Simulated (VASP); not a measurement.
# RbAl (Pmmn) in VASP: single point with PBE

Aim: the single point of RbAl with PBE.

Everything below comes from runs of VASP 6.6.1. Logs are shortened: lines on timing, memory, paths and dates and some standing lists are left out, and cuts for length are marked.

### 1 The cell of the first run

It takes space group Pmmn (No. 59, orthorhombic). The conventional cell has a = 6.905 Å, b = 10.156 Å, c = 5.889 Å, α = 90.00°, β = 90.00°, γ = 90.00°.

### 2 Single point, PBE

Contents of INCAR:

```
PREC = Accurate
ENCUT = 520
EDIFF = 1E-6
ISMEAR = -1
SIGMA = 0.1
LREAL = F
LASPH = T
NELM = 100
ALGO = Normal
ISIF = 2
LWAVE = F
LCHARG = T
GGA = PE
LELF = T
LVHAR = T
NBANDS = 20
```

Contents of KPOINTS:

```
regular mesh
0
Gamma
  4 5 6
```

Contents of POSCAR:

```
RbAl
1.0
   10.1555270000      0.0000000000      0.0000000000
    0.0000000000      6.9050350000      0.0000000000
    0.0000000000      0.0000000000      5.8890300000
Rb Al
2 2
Direct
    0.0000000000      0.5000000000      0.7496597601
    0.5000000000      0.0000000000      0.2503402399
    0.0000000000      0.0000000000      0.2484410700
    0.5000000000      0.5000000000      0.7515589300
```

Potentials or basis: VASP PAW PBE potentials, release 64 (Rb_sv, Al).

Command:

```sh
$ cat potpaw_PBE.64/Rb_sv/POTCAR potpaw_PBE.64/Al/POTCAR > POTCAR
$ mpirun -np 1 vasp_std > vasp.out
```

OUTCAR:

```text
PREC = Accurate
   ENCUT = 520
   EDIFF = 1E-6
   ISMEAR = -1
   LREAL = F
   LASPH = T
   NELM = 100
   ISIF = 2
   GGA = PE

 ion  position               nearest neighbor table
   1  0.000  0.500  0.750-   3 4.53   3 4.53   3 4.54   3 4.54
   2  0.500  0.000  0.250-   4 4.53   4 4.53   4 4.54   4 4.54
   3  0.000  0.000  0.248-   1 4.53   1 4.53   1 4.54   1 4.54
   4  0.500  0.500  0.752-   2 4.53   2 4.53   2 4.54   2 4.54

  LATTYP: Found a simple orthorhombic cell.
 ALAT       =     5.8890300000
 B/A-ratio  =     1.1725250169
 C/A-ratio  =     1.7244821303

  Lattice vectors:

 A1 = (   0.0000000000,   0.0000000000,  -5.8890300000)
 A2 = (   0.0000000000,   6.9050350000,   0.0000000000)
 A3 = (  10.1555270000,   0.0000000000,   0.0000000000)

Analysis of symmetry for initial positions (statically):
=====================================================================
 Subroutine PRICEL returns:
 Original cell was already a primitive cell.

 Routine SETGRP: Setting up the symmetry group for a
 simple orthorhombic supercell.

 Subroutine GETGRP returns: Found  8 space group operations
 (whereof  4 operations were pure point group operations)
 out of a pool of  8 trial point group operations.

The static configuration has the point symmetry C_2v.
 The point group associated with its full space group is D_2h.

Analysis of symmetry for dynamics (positions and initial velocities):
=====================================================================
 Subroutine PRICEL returns:
 Original cell was already a primitive cell.

 Routine SETGRP: Setting up the symmetry group for a
 simple orthorhombic supercell.

 Subroutine GETGRP returns: Found  8 space group operations
 (whereof  4 operations were pure point group operations)
 out of a pool of  8 trial point group operations.

The dynamic configuration has the point symmetry C_2v.
 The point group associated with its full space group is D_2h.

 Subroutine INISYM returns: Found  8 space group operations
 (whereof  4 operations are pure point group operations),
 and found     1 'primitive' translations

----------------------------------------------------------------------------------------

                                     Primitive cell

  volume of cell :     412.9639

  direct lattice vectors                    reciprocal lattice vectors
    10.155527000  0.000000000  0.000000000     0.098468548  0.000000000  0.000000000
     0.000000000  6.905035000  0.000000000     0.000000000  0.144821858  0.000000000
     0.000000000  0.000000000  5.889030000     0.000000000  0.000000000  0.169807252

  length of vectors
    10.155527000  6.905035000  5.889030000     0.098468548  0.144821858  0.169807252

  position of ions in fractional coordinates (direct lattice)
     0.000000000  0.500000000  0.749659760
     0.500000000  0.000000000  0.250340240
     0.000000000  0.000000000  0.248441070
     0.500000000  0.500000000  0.751558930

  ion indices of the primitive-cell ions
   primitive index   ion index
                 1           1
                 2           2
                 3           3
                 4           4

----------------------------------------------------------------------------------------

 KPOINTS: regular mesh

Automatic generation of k-mesh.
 Grid dimensions read from file:
 generate k-points for:    4    5    6

 Generating k-lattice:

  Cartesian coordinates                     Fractional coordinates (reciprocal lattice)
     0.024617137  0.000000000  0.000000000     0.250000000  0.000000000  0.000000000
     0.000000000  0.028964372  0.000000000     0.000000000  0.200000000  0.000000000
     0.000000000  0.000000000  0.028301209     0.000000000  0.000000000  0.166666667

  Length of vectors
     0.024617137  0.028964372  0.028301209

  Shift w.r.t. Gamma in fractional coordinates (k-lattice)
     0.000000000  0.000000000  0.000000000

 Subroutine IBZKPT returns following result:
 ===========================================

 Found     36 irreducible k-points:

 Following reciprocal coordinates:
            Coordinates               Weight
  0.000000  0.000000  0.000000      1.000000
  0.250000  0.000000  0.000000      2.000000
  0.500000  0.000000  0.000000      1.000000
  0.000000  0.200000  0.000000      2.000000
  0.250000  0.200000  0.000000      4.000000
  0.500000  0.200000  0.000000      2.000000
[... 16 lines left out ...]
  0.250000  0.200000  0.333333      8.000000
  0.500000  0.200000  0.333333      4.000000
 [... further k-points ...]
   k-points           NKPTS =     36   k-points in BZ     NKDIM =     36   number of bands    NBANDS=     20
   number of dos      NEDOS =    301   number of ions     NIONS =      4
   total plane-waves  NPLWV = 207360
   dimension x,y,z NGX =    80 NGY =   54 NGZ =   48
   dimension x,y,z NGXF=   160 NGYF=  108 NGZF=   96
   ions per type =               2   2
   NGX,Y,Z   is equivalent  to a cutoff of  13.10, 13.00, 13.55 a.u.
   NGXF,Y,Z  is equivalent  to a cutoff of  26.19, 26.00, 27.10 a.u.
 SYSTEM =  unknown system
   PREC   = accura    normal or accurate (medium, high low for compatibility)
   ISTART =      0    job   : 0-new  1-cont  2-samecut
   ICHARG =      2    charge: 1-file 2-atom 10-const
   ISPIN  =      1    spin polarized calculation?
   LNONCOLLINEAR =      F non collinear calculations
   LSORBIT =      F    spin-orbit coupling
   LASPH  =      T    aspherical Exc in radial PAW
   ENCUT  =  520.0 eV  38.22 Ry    6.18 a.u.  18.88 12.84 10.95*2*pi/ulx,y,z
   NELM   =    100;   NELMIN=  2; NELMDL= -5     # of ELM steps
   EDIFF  = 0.1E-05   stopping-criterion for ELM
   LREAL  =      F    real-space projection
   EDIFFG = 0.1E-04   stopping-criterion for IOM
   NSW    =      0    number of steps for IOM
   IBRION =     -1    ionic relax: 0-MD 1-quasi-New 2-CG
   NFREE  =      0    steps in history (QN), initial steepest desc. (CG)
   ISIF   =      2    stress and relaxation
   ISYM   =      2    0-nonsym 1-usesym 2-fastsym
   POTIM  = 0.5000    time-step for ionic-motion
   TEBEG  =    0.0;   TEEND  =   0.0 temperature during run
   PSTRESS=    0.0 pullay stress
   NELECT =      24.0000    total number of electrons
   NUPDOWN=      -1.0000    fix difference up-down
   EMIN   =  10.00;   EMAX   =-10.00  energy-range for DOS
   EFERMI =   0.00;   METHOD = LEGACY
   ISMEAR =    -1;   SIGMA  =   0.10  broadening in eV -4-tet -1-fermi 0-gaus
   EFERMI_NEDOS =   21; number of points for ismear=-14 and -15
   IALGO  =     38    algorithm
   IMIX   =      4    mixing-type and parameters
     AMIX     =   0.40;   BMIX     =  1.00
     AMIX_MAG =   1.60;   BMIX_MAG =  1.00
  volume/ion in A,a.u.               =     103.24       696.70
  Fermi-wavevector in a.u.,A,eV,Ry     =   0.634125  1.198322  5.471092  0.402114
  Thomas-Fermi vector in A             =   1.698014
   LORBIT       =      0    0 simple, 1 ext, 2 COOP (PROOUT), +10 PAW based schemes
   GGA     = PE    functional components
   LHFCALC =     F    Hartree Fock is set to
   AEXX    =    0.0000 exact exchange contribution
   IVDW    =     0    specifies the selected vdW correction
   LEPSILON=     F    determine dielectric tensor
   LRPA    =     F    only Hartree local field effects (RPA)
 non-spin polarized calculation
  energy-cutoff  :      520.00
  volume of cell :      412.96
 maximum number of plane-waves:     11154
 NGX is ok and might be reduce to    80
   NGX = 37   NGY = 25   NGZ = 21

 number of electron      24.0000000 magnetization

 Free energy of the ion-electron system (eV)
  ---------------------------------------------------
  ext. energy  EPLUGINS =         0.00000000
  ---------------------------------------------------
  free energy    TOTEN  =        -4.57283267 eV

  energy without entropy =       -4.33880057  energy(sigma->0) =       -4.45581662

 E-fermi :  -0.9244     XC(G=0):  -4.8390

 val. band max:       -0.9376212968   @ k =   0.0000   0.2000   0.1667
 cond. band min:      -0.9079334523   @ k =   0.0000   0.2000   0.0000
 fundamental gap:      0.0296878445
 Fermi energy:        -0.9243926953

 k-point     1 :       0.0000    0.0000    0.0000
  band No.  band energies     occupation
      1     -29.5759      2.00000
      2     -29.5758      2.00000
      3     -13.6586      2.00000
      4     -13.6559      2.00000
      5     -13.6343      2.00000
      6     -13.6337      2.00000
[... 12 lines left out ...]
     19       1.5150      0.00000
     20       1.9674      0.00000

 k-point     2 :       0.2500    0.0000    0.0000
  band No.  band energies     occupation
      1     -29.5758      2.00000
      2     -29.5758      2.00000
      3     -13.6582      2.00000
      4     -13.6563      2.00000
      5     -13.6342      2.00000
      6     -13.6338      2.00000
[... 12 lines left out ...]
     19       1.5771      0.00000
     20       1.8539      0.00000

 k-point     3 :       0.5000    0.0000    0.0000
  band No.  band energies     occupation
      1     -29.5758      2.00000
      2     -29.5758      2.00000
      3     -13.6573      2.00000
      4     -13.6573      2.00000
      5     -13.6340      2.00000
      6     -13.6340      2.00000
[... 12 lines left out ...]
     19       1.6745      0.00000
     20       1.6745      0.00000

 k-point     4 :       0.0000    0.2000    0.0000
  band No.  band energies     occupation
      1     -29.5758      2.00000
      2     -29.5758      2.00000
      3     -13.6583      2.00000
      4     -13.6561      2.00000
      5     -13.6342      2.00000
      6     -13.6337      2.00000
[... 12 lines left out ...]
     19       1.6838      0.00000
     20       1.9752      0.00000

 k-point     5 :       0.2500    0.2000    0.0000
  band No.  band energies     occupation
      1     -29.5758      2.00000
      2     -29.5758      2.00000
      3     -13.6580      2.00000
      4     -13.6565      2.00000
      5     -13.6341      2.00000
      6     -13.6338      2.00000
[... 12 lines left out ...]
     19       1.7185      0.00000
     20       1.9722      0.00000

 k-point     6 :       0.5000    0.2000    0.0000
  band No.  band energies     occupation
      1     -29.5758      2.00000
      2     -29.5758      2.00000
      3     -13.6573      2.00000
      4     -13.6573      2.00000
      5     -13.6340      2.00000
      6     -13.6340      2.00000
[... 12 lines left out ...]
     19       1.7640      0.00000
     20       1.7640      0.00000

 k-point     7 :       0.0000    0.4000    0.0000
  band No.  band energies     occupation
      1     -29.5758      2.00000
      2     -29.5758      2.00000
      3     -13.6576      2.00000
      4     -13.6568      2.00000
      5     -13.6340      2.00000
      6     -13.6338      2.00000
[... 12 lines left out ...]
     19       2.0931      0.00000
     20       2.1410      0.00000
[... 277 lines left out ...]
 k-point    20 :       0.2500    0.0000    0.3333
  band No.  band energies     occupation
      1     -29.5758      2.00000
      2     -29.5758      2.00000
      3     -13.6573      2.00000
      4     -13.6563      2.00000
      5     -13.6407      2.00000
      6     -13.6405      2.00000
[... 12 lines left out ...]
     19       2.0711      0.00000
     20       2.2914      0.00000

 k-point    21 :       0.5000    0.0000    0.3333
  band No.  band energies     occupation
      1     -29.5758      2.00000
      2     -29.5758      2.00000
      3     -13.6568      2.00000
      4     -13.6568      2.00000
      5     -13.6406      2.00000
      6     -13.6406      2.00000
[... 12 lines left out ...]
     19       2.3078      0.00000
     20       2.3078      0.00000

 k-point    22 :       0.0000    0.2000    0.3333
  band No.  band energies     occupation
      1     -29.5758      2.00000
      2     -29.5757      2.00000
      3     -13.6573      2.00000
      4     -13.6562      2.00000
      5     -13.6407      2.00000
      6     -13.6404      2.00000
[... 12 lines left out ...]
     19       1.5868      0.00000
     20       2.1239      0.00000

 k-point    23 :       0.2500    0.2000    0.3333
  band No.  band energies     occupation
      1     -29.5758      2.00000
      2     -29.5758      2.00000
      3     -13.6571      2.00000
      4     -13.6564      2.00000
      5     -13.6406      2.00000
      6     -13.6404      2.00000
[... 12 lines left out ...]
     19       1.8233      0.00000
     20       1.8321      0.00000

 k-point    24 :       0.5000    0.2000    0.3333
  band No.  band energies     occupation
      1     -29.5758      2.00000
      2     -29.5758      2.00000
      3     -13.6568      2.00000
      4     -13.6568      2.00000
      5     -13.6405      2.00000
      6     -13.6405      2.00000
[... 12 lines left out ...]
     19       1.9672      0.00000
     20       1.9672      0.00000

 [... further k-points ...]

------------------------ aborting loop because EDIFF is reached ----------------------------------------

  FORCE on cell =-STRESS in cart. coord.  units (eV):
  Direction    XX          YY          ZZ          XY          YZ          ZX
  --------------------------------------------------------------------------------------
  -------------------------------------------------------------------------------------
  Total       -2.5591136     -3.1289403     -3.0493706      0.0000000      0.0000000      0.0000000
  in kB       -9.9286004    -12.1393588    -11.8306518      0.0000000      0.0000000      0.0000000
  external PRESSURE =     -11.2995370 kB  Pullay stress =       0.0000000 kB

 VOLUME and BASIS-vectors are now :
 -----------------------------------------------------------------------------
  energy-cutoff  :      520.00
  volume of cell :      412.96
      direct lattice vectors                 reciprocal lattice vectors
    10.155527000  0.000000000  0.000000000     0.098468548  0.000000000  0.000000000
     0.000000000  6.905035000  0.000000000     0.000000000  0.144821858  0.000000000
     0.000000000  0.000000000  5.889030000     0.000000000  0.000000000  0.169807252

 POSITION                                       TOTAL-FORCE (eV/Angst)
 -----------------------------------------------------------------------------------
      0.00000      3.45252      4.41477         0.000000      0.000000     -0.000371
      5.07776      0.00000      1.47426         0.000000      0.000000      0.000371
      0.00000      0.00000      1.46308         0.000000      0.000000      0.000332
      5.07776      3.45252      4.42595         0.000000      0.000000     -0.000332
 -----------------------------------------------------------------------------------
    total drift:                                0.000000      0.000000     -0.000000

  FREE ENERGIE OF THE ION-ELECTRON SYSTEM (eV)
  ---------------------------------------------------
  free  energy   TOTEN  =        -4.5728326749 eV

  energy  without entropy=       -4.3388005663  energy(sigma->0) =       -4.45581662
```

Wall time 5.7 min (1 thread of AMD EPYC 7R43 (Zen 3), shared host); peak memory 0.59 GiB.

What came out:

| Quantity | Value |
| --- | --- |
| Free energy | -4.5728 eV |
| Pressure | -1.1 GPa |
| Band gap on the k mesh | zero (bands 12 and 13 overlap by 0.32 eV) |
